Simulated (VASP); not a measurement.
# NaH (Fm-3m) in VASP: notebook

The runs below take NaH through single point, with PBE, r2SCAN.

Everything below comes from runs of VASP 6.6.1. Logs are shortened: lines on timing, memory, paths and dates and some standing lists are left out, and cuts for length are marked.

## (1) The cell of the first run

Symmetry: Fm-3m, No. 225, cubic system. The conventional cell has a = 4.843 Å, b = 4.843 Å, c = 4.843 Å, α = 90.00°, β = 90.00°, γ = 90.00°. Within 3.2 Å of Na (site symmetry m-3m) lie 6 H at 2.42 Å. H (site symmetry m-3m) has 6 Na at 2.42 Å within 3.2 Å.

## (2) Single point, PBE (strain +1.0%)

INCAR

```
SYSTEM = NaH
PREC = Accurate
ENCUT = 520
EDIFF = 1E-7
ISMEAR = -1
SIGMA = 0.02
LREAL = .False.
LASPH = .True.
NELM = 100
ALGO = Normal
ISIF = 2
LWAVE = .False.
LCHARG = .True.
GGA = PE
LELF = .True.
LVHAR = .True.
NBANDS = 11
```

KPOINTS

```
Automatic mesh
0
Gamma
  10 10 10
  0 0 0
```

POSCAR

```
NaH
1.0
    0.0000000000      2.4214874114      2.4214874114
    2.4214874114      0.0000000000      2.4214874114
    2.4214874114      2.4214874114      0.0000000000
Na H
1 1
Direct
    0.0000000000      0.0000000000      0.0000000000
    0.5000000000      0.5000000000      0.5000000000
```

Potentials or basis: VASP PAW PBE potentials, release 64 (Na_pv, H).

On the command line:

```sh
> cat potpaw_PBE.64/Na_pv/POTCAR potpaw_PBE.64/H/POTCAR > POTCAR
> mpirun -np 1 vasp_std > vasp.out
```

OUTCAR:

```text
SYSTEM = NaH
   PREC = Accurate
   ENCUT = 520
   EDIFF = 1E-7
   ISMEAR = -1
   LREAL = .False.
   LASPH = .True.
   NELM = 100
   ISIF = 2
   GGA = PE

 ion  position               nearest neighbor table
   1  0.000  0.000  0.000-
   2  0.500  0.500  0.500-

  LATTYP: Found a face centered cubic cell.
 ALAT       =     4.8429748228

  Lattice vectors:

 A1 = (   0.0000000000,   2.4214874114,   2.4214874114)
 A2 = (   2.4214874114,   0.0000000000,   2.4214874114)
 A3 = (   2.4214874114,   2.4214874114,   0.0000000000)

Analysis of symmetry for initial positions (statically):
=====================================================================
 Subroutine PRICEL returns:
 Original cell was already a primitive cell.

 Routine SETGRP: Setting up the symmetry group for a
 face centered cubic supercell.

 Subroutine GETGRP returns: Found 48 space group operations
 (whereof 48 operations were pure point group operations)
 out of a pool of 48 trial point group operations.

The static configuration has the point symmetry O_h .

Analysis of symmetry for dynamics (positions and initial velocities):
=====================================================================
 Subroutine PRICEL returns:
 Original cell was already a primitive cell.

 Routine SETGRP: Setting up the symmetry group for a
 face centered cubic supercell.

 Subroutine GETGRP returns: Found 48 space group operations
 (whereof 48 operations were pure point group operations)
 out of a pool of 48 trial point group operations.

The dynamic configuration has the point symmetry O_h .

 Subroutine INISYM returns: Found 48 space group operations
 (whereof 48 operations are pure point group operations),
 and found     1 'primitive' translations

----------------------------------------------------------------------------------------

                                     Primitive cell

  volume of cell :      28.3973

  direct lattice vectors                    reciprocal lattice vectors
     0.000000000  2.421487411  2.421487411    -0.206484658  0.206484658  0.206484658
     2.421487411  0.000000000  2.421487411     0.206484658 -0.206484658  0.206484658
     2.421487411  2.421487411  0.000000000     0.206484658  0.206484658 -0.206484658

  length of vectors
     3.424500338  3.424500338  3.424500338     0.357641919  0.357641919  0.357641919

  position of ions in fractional coordinates (direct lattice)
     0.000000000  0.000000000  0.000000000
     0.500000000  0.500000000  0.500000000

  ion indices of the primitive-cell ions
   primitive index   ion index
                 1           1
                 2           2

----------------------------------------------------------------------------------------

 KPOINTS: Automatic mesh

Automatic generation of k-mesh.
 Grid dimensions read from file:
 generate k-points for:   10   10   10

 Generating k-lattice:

  Cartesian coordinates                     Fractional coordinates (reciprocal lattice)
    -0.020648466  0.020648466  0.020648466     0.100000000  0.000000000  0.000000000
     0.020648466 -0.020648466  0.020648466     0.000000000  0.100000000  0.000000000
     0.020648466  0.020648466 -0.020648466     0.000000000  0.000000000  0.100000000

  Length of vectors
     0.035764192  0.035764192  0.035764192

  Shift w.r.t. Gamma in fractional coordinates (k-lattice)
     0.000000000  0.000000000  0.000000000

 Subroutine IBZKPT returns following result:
 ===========================================

 Found     47 irreducible k-points:

 Following reciprocal coordinates:
            Coordinates               Weight
  0.000000  0.000000  0.000000      1.000000
  0.100000  0.000000  0.000000      8.000000
  0.200000  0.000000  0.000000      8.000000
  0.300000  0.000000  0.000000      8.000000
  0.400000  0.000000  0.000000      8.000000
  0.500000  0.000000  0.000000      4.000000
[... 16 lines left out ...]
  0.300000  0.300000  0.000000      6.000000
  0.400000  0.300000  0.000000     24.000000
 [... further k-points ...]
   k-points           NKPTS =     47   k-points in BZ     NKDIM =     47   number of bands    NBANDS=     11
   number of dos      NEDOS =    301   number of ions     NIONS =      2
   total plane-waves  NPLWV =  21952
   dimension x,y,z NGX =    28 NGY =   28 NGZ =   28
   dimension x,y,z NGXF=    56 NGYF=   56 NGZF=   56
   ions per type =               1   1
   NGX,Y,Z   is equivalent  to a cutoff of  13.59, 13.59, 13.59 a.u.
   NGXF,Y,Z  is equivalent  to a cutoff of  27.19, 27.19, 27.19 a.u.
 SYSTEM =  NaH
   PREC   = accura    normal or accurate (medium, high low for compatibility)
   ISTART =      0    job   : 0-new  1-cont  2-samecut
   ICHARG =      2    charge: 1-file 2-atom 10-const
   ISPIN  =      1    spin polarized calculation?
   LNONCOLLINEAR =      F non collinear calculations
   LSORBIT =      F    spin-orbit coupling
   LASPH  =      T    aspherical Exc in radial PAW
   ENCUT  =  520.0 eV  38.22 Ry    6.18 a.u.   6.37  6.37  6.37*2*pi/ulx,y,z
   NELM   =    100;   NELMIN=  2; NELMDL= -5     # of ELM steps
   EDIFF  = 0.1E-06   stopping-criterion for ELM
   LREAL  =      F    real-space projection
   EDIFFG = 0.1E-05   stopping-criterion for IOM
   NSW    =      0    number of steps for IOM
   IBRION =     -1    ionic relax: 0-MD 1-quasi-New 2-CG
   NFREE  =      0    steps in history (QN), initial steepest desc. (CG)
   ISIF   =      2    stress and relaxation
   ISYM   =      2    0-nonsym 1-usesym 2-fastsym
   POTIM  = 0.5000    time-step for ionic-motion
   TEBEG  =    0.0;   TEEND  =   0.0 temperature during run
   PSTRESS=    0.0 pullay stress
   NELECT =       8.0000    total number of electrons
   NUPDOWN=      -1.0000    fix difference up-down
   EMIN   =  10.00;   EMAX   =-10.00  energy-range for DOS
   EFERMI =   0.00;   METHOD = LEGACY
   ISMEAR =    -1;   SIGMA  =   0.02  broadening in eV -4-tet -1-fermi 0-gaus
   EFERMI_NEDOS =   21; number of points for ismear=-14 and -15
   IALGO  =     38    algorithm
   IMIX   =      4    mixing-type and parameters
     AMIX     =   0.40;   BMIX     =  1.00
     AMIX_MAG =   1.60;   BMIX_MAG =  1.00
  volume/ion in A,a.u.               =      14.20        95.82
  Fermi-wavevector in a.u.,A,eV,Ry     =   1.073197  2.028047 15.670522  1.151751
  Thomas-Fermi vector in A             =   2.208989
   LORBIT       =      0    0 simple, 1 ext, 2 COOP (PROOUT), +10 PAW based schemes
   GGA     = PE    functional components
   LHFCALC =     F    Hartree Fock is set to
   AEXX    =    0.0000 exact exchange contribution
   IVDW    =     0    specifies the selected vdW correction
   LEPSILON=     F    determine dielectric tensor
   LRPA    =     F    only Hartree local field effects (RPA)
 non-spin polarized calculation
  energy-cutoff  :      520.00
  volume of cell :       28.40
 maximum number of plane-waves:       785
 NGX is ok and might be reduce to    28
   NGX = 13   NGY = 13   NGZ = 13

 number of electron       8.0000001 magnetization

 Free energy of the ion-electron system (eV)
  ---------------------------------------------------
  ext. energy  EPLUGINS =         0.00000000
  ---------------------------------------------------
  free energy    TOTEN  =        -5.08758364 eV

  energy without entropy =       -5.08758364  energy(sigma->0) =       -5.08758364

 E-fermi :  -0.7131     XC(G=0):  -7.7482

 val. band max:       -1.1516597330   @ k =  -0.3000   0.5000   0.2000
 cond. band min:       2.6154112950   @ k =   0.5000   0.0000   0.0000
 fundamental gap:      3.7670710279
 Fermi energy:        -0.7130557541

 k-point     1 :       0.0000    0.0000    0.0000
  band No.  band energies     occupation
      1     -23.2479      2.00000
      2     -23.2479      2.00000
      3     -23.2479      2.00000
      4      -4.7334      2.00000
      5       9.2273      0.00000
      6      14.4199      0.00000
      7      14.4199      0.00000
      8      14.4199      0.00000
      9      15.2621      0.00000
     10      15.2621      0.00000
     11      15.2621      0.00000

 k-point     2 :       0.1000    0.0000    0.0000
  band No.  band energies     occupation
      1     -23.2567      2.00000
      2     -23.2489      2.00000
      3     -23.2489      2.00000
      4      -4.5619      2.00000
      5       8.6710      0.00000
      6      12.2960      0.00000
      7      13.7964      0.00000
      8      13.7964      0.00000
      9      16.0277      0.00000
     10      16.0277      0.00000
     11      16.1689      0.00000

 k-point     3 :       0.2000    0.0000    0.0000
  band No.  band energies     occupation
      1     -23.2798      2.00000
      2     -23.2517      2.00000
      3     -23.2517      2.00000
      4      -4.0638      2.00000
      5       7.0650      0.00000
      6      10.7750      0.00000
      7      13.0977      0.00000
      8      13.0977      0.00000
      9      16.4982      0.00000
     10      16.4982      0.00000
     11      17.1533      0.00000

 k-point     4 :       0.3000    0.0000    0.0000
  band No.  band energies     occupation
      1     -23.3081      2.00000
      2     -23.2551      2.00000
      3     -23.2551      2.00000
      4      -3.2996      2.00000
      5       5.0600      0.00000
      6      10.0487      0.00000
      7      12.5993      0.00000
      8      12.5993      0.00000
      9      15.8958      0.00000
     10      15.8958      0.00000
     11      17.8262      0.00000

 k-point     5 :       0.4000    0.0000    0.0000
  band No.  band energies     occupation
      1     -23.3307      2.00000
      2     -23.2579      2.00000
      3     -23.2579      2.00000
      4      -2.4417      2.00000
      5       3.3601      0.00000
      6       9.7059      0.00000
      7      12.3059      0.00000
      8      12.3059      0.00000
      9      15.3592      0.00000
     10      15.3592      0.00000
     11      17.7952      0.00000
[... 211 lines left out ...]
 k-point    21 :      -0.3000    0.2000    0.0000
  band No.  band energies     occupation
      1     -23.3169      2.00000
      2     -23.2798      2.00000
      3     -23.2590      2.00000
      4      -2.2889      2.00000
      5       4.3200      0.00000
      6       6.7471      0.00000
      7      11.8830      0.00000
      8      12.3727      0.00000
      9      16.5927      0.00000
     10      17.0514      0.00000
     11      19.1232      0.00000

 k-point    22 :      -0.2000    0.2000    0.0000
  band No.  band energies     occupation
      1     -23.3034      2.00000
      2     -23.2716      2.00000
      3     -23.2546      2.00000
      4      -3.0613      2.00000
      5       5.5422      0.00000
      6       7.5427      0.00000
      7      12.7729      0.00000
      8      12.8509      0.00000
      9      16.4456      0.00000
     10      17.0998      0.00000
     11      17.5253      0.00000

 k-point    23 :       0.3000    0.3000    0.0000
  band No.  band energies     occupation
      1     -23.3035      2.00000
      2     -23.2682      2.00000
      3     -23.2682      2.00000
      4      -2.8834      2.00000
      5       5.5188      0.00000
      6       9.8871      0.00000
      7      10.3162      0.00000
      8      10.3162      0.00000
      9      12.5276      0.00000
     10      19.3702      0.00000
     11      21.7367      0.00000

 k-point    24 :       0.4000    0.3000    0.0000
  band No.  band energies     occupation
      1     -23.3150      2.00000
      2     -23.2744      2.00000
      3     -23.2717      2.00000
      4      -2.2707      2.00000
      5       4.7049      0.00000
      6       8.0933      0.00000
      7      10.0488      0.00000
      8      10.8353      0.00000
      9      12.6833      0.00000
     10      19.7542      0.00000
     11      21.2565      0.00000

 [... further k-points ...]
[... 5 lines left out ...]
  --------------------------------------------------------------------------------------
  -------------------------------------------------------------------------------------
  Total       -0.0334423     -0.0334423     -0.0334423     -0.0000000      0.0000000      0.0000000
  in kB       -1.8868166     -1.8868166     -1.8868166     -0.0000000      0.0000000      0.0000000
  external PRESSURE =      -1.8868166 kB  Pullay stress =       0.0000000 kB

 VOLUME and BASIS-vectors are now :
 -----------------------------------------------------------------------------
  energy-cutoff  :      520.00
  volume of cell :       28.40
      direct lattice vectors                 reciprocal lattice vectors
     0.000000000  2.421487411  2.421487411    -0.206484658  0.206484658  0.206484658
     2.421487411  0.000000000  2.421487411     0.206484658 -0.206484658  0.206484658
     2.421487411  2.421487411  0.000000000     0.206484658  0.206484658 -0.206484658

 POSITION                                       TOTAL-FORCE (eV/Angst)
 -----------------------------------------------------------------------------------
      0.00000      0.00000      0.00000         0.000000     -0.000000     -0.000000
      2.42149      2.42149      2.42149         0.000000      0.000000      0.000000
 -----------------------------------------------------------------------------------
    total drift:                               -0.000000     -0.000000     -0.000000

  FREE ENERGIE OF THE ION-ELECTRON SYSTEM (eV)
  ---------------------------------------------------
  free  energy   TOTEN  =        -5.0875836445 eV

  energy  without entropy=       -5.0875836445  energy(sigma->0) =       -5.08758364
```

Wall time 17 s (1 thread of Intel Xeon 8259CL, shared host); peak memory 0.15 GiB.

What came out:

| Property | Result |
| --- | --- |
| Free energy | -5.0876 eV |
| Pressure | -0.2 GPa |
| Band gap on the k mesh | 3.77 eV (least direct gap 4.60 eV) |

Levels at points of the mesh, in eV from the valence-band top:
| k point | band 2 | band 3 | band 4 | band 5 | band 6 | band 7 |
| --- | --- | --- | --- | --- | --- | --- |
| (0.00, 0.00, 0.00) | -22.10 | -22.10 | -3.58 | 10.38 | 15.57 | 15.57 |
| (0.50, 0.00, 0.00) | -22.11 | -22.11 | -0.84 | 3.77 | 10.75 | 13.36 |
| (0.50, 0.50, 0.00) | -22.13 | -22.13 | -0.16 | 4.64 | 10.03 | 10.65 |

Caveat: the cell differs from its parent crystal (strain +1.0%).

(Continued in part 2 of 2.)
